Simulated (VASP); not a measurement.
Wanted: the native input for a VASP 6.6.1 run.

```
Task                   : single point
Functional             : PBE
Potentials or basis    : VASP PAW PBE potentials, release 64 (W_sv, Cl)
Cutoff                 : 520 eV
k mesh                 : 3 × 3 × 3
Occupations            : gaussian, width 0.2 eV
Spin                   : no spin polarisation
Dipole correction      : no
Further INCAR settings : ALGO = Normal; EDIFF = 1e-06; NBANDS = 60
```

The structure of W2Cl3 lies in POSCAR:

```
W2Cl3
1.0
    6.9391182981      0.0000000000      0.0000000000
   -3.4695591491      6.0094527260      0.0000000000
    0.0000000000      0.0000000000      7.4398084143
W Cl
4 6
Direct
    0.7969996918      0.2030003082      0.0000000000
    0.7969996918      0.5939993837      0.0000000000
    0.4060006163      0.2030003082      0.0000000000
    0.0000000000      0.0000000000      0.0000000000
    0.5011362729      0.4988637271      0.7804918164
    0.5011362729      0.0022725457      0.7804918164
    0.9977274543      0.4988637271      0.7804918164
    0.5011362729      0.4988637271      0.2195081836
    0.5011362729      0.0022725457      0.2195081836
    0.9977274543      0.4988637271      0.2195081836
```

The cell was built from a structure type or drawn by symmetry, and may not be a known phase.

These files were run (other wordings do the same):

INCAR

```
  PREC = Accurate
  ENCUT = 520
  EDIFF = 1E-6
  ISMEAR = 0
  SIGMA = 0.2
  LREAL = False
  LASPH = True
  NELM = 60
  ALGO = Normal
  ISIF = 2
  LWAVE = False
  LCHARG = False
  GGA = PE
  NBANDS = 60
```

KPOINTS

```
regular mesh
0
Gamma
  3 3 3
```

Potentials or basis: VASP PAW PBE potentials, release 64 (W_sv, Cl).

Command:

```sh
$ cat potpaw_PBE.64/W_sv/POTCAR potpaw_PBE.64/Cl/POTCAR > POTCAR
$ mpirun -np 1 vasp_std > vasp.out
```

Results of the run:

```json
{
 "Pressure": "0.2 GPa",
 "Largest force": "0.034 eV/Å",
 "Band gap on the k mesh": "zero (bands 49 and 50 overlap by 0.03 eV)"
}
```

Caveat: spin-orbit coupling is left out, which moves the levels of the heavy elements; this functional lacks dispersion, which binds the layers, so the pressure and a relaxed spacing across them are unreliable.

Wall time 110 s on 1 thread of Intel(R) Xeon(R) 6975P-C (Granite Rapids), on a shared host, peak memory 0.43 GiB.
